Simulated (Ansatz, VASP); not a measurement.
## ZnO: VASP beside Ansatz

File INCAR:

```
ALGO = Normal ; EDIFF = 1E-6
ENCUT = 910 ; GGA = PE
GGA_COMPAT = F ; ISIF = 2
ISMEAR = 0 ; LASPH = T
LCHARG = F ; LREAL = F
LWAVE = F ; NBANDS = 16
NELM = 120 ; PREC = Accurate
SIGMA = 0.01
```

The input KPOINTS:

```
k-points
0
Gamma
  8 8 8
```

File POSCAR:

```
ZnO
1.0
    0.0000000000      2.1337703828      2.1337703828
    2.1337703828      0.0000000000      2.1337703828
    2.1337703828      2.1337703828      0.0000000000
Zn O
1 1
Direct
    0.0000000000      0.0000000000      0.0000000000
    0.5000000000      0.5000000000      0.5000000000
```

Input for Ansatz:

```yaml
crystal:
  lattice:
    - [0.0, 2.1337703828, 2.1337703828]
    - [2.1337703828, 0.0, 2.1337703828]
    - [2.1337703828, 2.1337703828, 0.0]
  atoms:
    - { symbol: Zn, position: [0.0, 0.0, 0.0] }
    - { symbol: O, position: [0.5, 0.5, 0.5] }
kpoints:
  mp_grid: { grid: [8, 8, 8] }
hamiltonian:
  xc: pbe
scf:
  occupations: { method: fixed }
  n_extra_bands: 4
output:
  forces: true
  stress: true
  eigenvalues: true
```

Alike in both runs: task single point; functional PBE; k mesh 8 × 8 × 8; no spin polarisation.

|  | VASP | Ansatz |
| --- | --- | --- |
| version | VASP 6.6.1 | Ansatz 0.2.0 |
| potentials or method | VASP PAW PBE potentials, release 64 (Zn, O_h) | plane waves, PAW |
| plane-wave cutoff (eV) | 910 | 420 |
| occupations | gaussian, width 0.01 eV | fixed |
| valence electrons in the cell | 18 | 18 |

```csv
,VASP,Ansatz,Ansatz less VASP
gap on the k mesh at the Fermi level (eV),0.92,0.95,+0.032
```

Noted on VASP's run: the cutoff is short for stress, so the pressure is rough.
